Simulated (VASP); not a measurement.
A run of VASP 6.6.1:

Contents of INCAR:

```
SYSTEM = Al2Cu
PREC = Accurate ; ENCUT = 520
EDIFF = 1E-6 ; ISMEAR = 0
SIGMA = 0.1 ; LREAL = .False.
LASPH = .True. ; NELM = 60
ALGO = Fast ; ISIF = 2
LWAVE = .False. ; LCHARG = .True.
GGA = PS ; LELF = .True.
LVHAR = .True. ; NBANDS = 16
```

Contents of KPOINTS:

```
Automatic mesh
0
Gamma
  6 6 8
  0 0 0
```

Contents of POSCAR:

```
Al2Cu
1.0
    4.0866984621      0.0013549814     -0.0100177851
    0.0013549814      4.1025583957      0.0178365925
   -0.0070556074      0.0125624568      2.9085422956
Al Cu
2 1
Direct
    0.4687560276      0.0117958310      0.4766540501
    0.0213922591      0.5074259987      0.4270045301
    0.0251393845      0.0352885078      0.0181625366
```

Potentials or basis: VASP PAW PBE potentials, release 64 (Al, Cu).

Launch:

```bash
$ cat potpaw_PBE.64/Al/POTCAR potpaw_PBE.64/Cu/POTCAR > POTCAR
$ mpirun -np 1 vasp_std > vasp.out
```

Hardware: 1 thread of AMD EPYC 7R13 Processor (Zen 3), with other jobs on the host.

Task: How long does it take, and how much memory?

Result: Wall time 3.2 min on 1 thread of AMD EPYC 7R13 Processor (Zen 3), with other jobs on the host, peak memory 0.2 GiB. Counts: scf iterations 19, k points 148.
